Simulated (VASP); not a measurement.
A run of VASP 6.6.1:

POSCAR

```
SiGe
1.0
    3.9044512986      0.0000000000      0.0000000000
   -1.9522256493      3.3813540124      0.0000000000
    0.0000000000      0.0000000000      6.2895134250
Si Ge
2 2
Direct
    0.6666666667      0.3333333333      0.8746070000
    0.3333333333      0.6666666667      0.3746070000
    0.6666666667      0.3333333333      0.5003920000
    0.3333333333      0.6666666667      0.0003920000
```

The input INCAR.step1:

```
SYSTEM = SiGe
ALGO     = Normal         ! electronic algorithm
EDIFF    = 1E-4           ! SCF threshold, eV
ENCUT    = 520            ! plane-wave cutoff, eV
GGA      = PE             ! functional
ISMEAR   = 0              ! smearing method
LASPH    = .TRUE.         ! aspherical terms in the spheres
LCHARG   = .FALSE.        ! write CHGCAR
LREAL    = .FALSE.        ! projectors in reciprocal space
LWAVE    = .TRUE.         ! write WAVECAR
NBANDS   = 26             ! bands
NELM     = 100            ! most SCF steps
PREC     = Accurate       ! precision mode
SIGMA    = 0.05           ! smearing width, eV
```

The input INCAR.step2:

```
SYSTEM = SiGe
ALGO     = Normal         ! electronic algorithm
EDIFF    = 1E-6           ! SCF threshold, eV
ENCUT    = 520            ! plane-wave cutoff, eV
ISIF     = 2              ! what is computed and relaxed
ISMEAR   = 0              ! smearing method
ISTART   = 1            
LASPH    = .TRUE.         ! aspherical terms in the spheres
LCHARG   = .FALSE.        ! write CHGCAR
LMIXTAU  = .TRUE.       
LREAL    = .FALSE.        ! projectors in reciprocal space
LWAVE    = .FALSE.        ! write WAVECAR
METAGGA  = R2SCAN         ! meta-GGA
NBANDS   = 26             ! bands
NELM     = 100            ! most SCF steps
PREC     = Accurate       ! precision mode
SIGMA    = 0.05           ! smearing width, eV
```

The input KPOINTS:

```
k-points
0
G
  12 12 4
  0 0 0
```

Potentials or basis: VASP PAW PBE potentials, release 64 (Si, Ge_d).

The run is started by

```console
$ cat potpaw_PBE.64/Si/POTCAR potpaw_PBE.64/Ge_d/POTCAR > POTCAR
$ cp INCAR.step1 INCAR
$ mpirun -np 1 vasp_std > vasp.out
$ cp INCAR.step2 INCAR
$ mpirun -np 1 vasp_std > vasp.out
```

Hardware: 1 thread of Intel(R) Xeon(R) 6975P-C (Granite Rapids), on a shared host.

Task: How long does it take, and how much memory?

Result: It took 2.9 min on 1 thread of Intel(R) Xeon(R) 6975P-C (Granite Rapids), with other jobs on the host, peak memory 0.27 GiB. Counts: k points 57.
